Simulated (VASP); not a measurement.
**Ir: single point with r2SCAN**

Crystal: Ir.

```
Ir
1.0
     4.22937    0.00000    0.00000
    -2.11468    3.66274    0.00000
     0.00000    0.00000    2.61208
Ir
3
Direct
  0.00000 0.00000 0.00000
  0.33333 0.66667 0.50000
  0.66667 0.33333 0.50000
```

This cell differs from its parent crystal: volume scaled by 0.92.

```
Program                : VASP 6.6.1
Task                   : single point
Functional             : r2SCAN
Potentials or basis    : VASP PAW PBE potentials, release 64 (Ir)
Cutoff                 : 520 eV
k mesh                 : 10 × 10 × 13
Occupations            : fermi-dirac, width 0.1 eV
Spin                   : no spin polarisation
Dipole correction      : no
Further INCAR settings : ALGO = Normal; EDIFF = 1e-07; NBANDS = 20
```

* Pressure: 39.2 GPa

Stress tensor (GPa, compression positive):
```
41.03  0.00  0.00
 0.00 41.03  0.00
 0.00  0.00 35.61
```

Levels at points of the mesh, in eV from the Fermi level:
| k point | band 12 | band 13 | band 14 | band 15 | band 16 | band 17 |
| --- | --- | --- | --- | --- | --- | --- |
| (0.00, 0.00, 0.00) | -2.46 | -2.39 | -2.39 | 1.39 | 1.39 | 7.13 |
| (0.50, 0.00, 0.00) | -0.62 | -0.34 | 0.26 | 0.27 | 0.35 | 0.48 |

Run time: 100 s on 1 thread of Intel(R) Xeon(R) 6975P-C (Granite Rapids), on a shared host, peak memory 0.2 GiB.

Caveat: the PAW data sets were made with another functional, which shifts forces and pressure a little; spin-orbit coupling is left out, which moves the levels of the heavy elements.
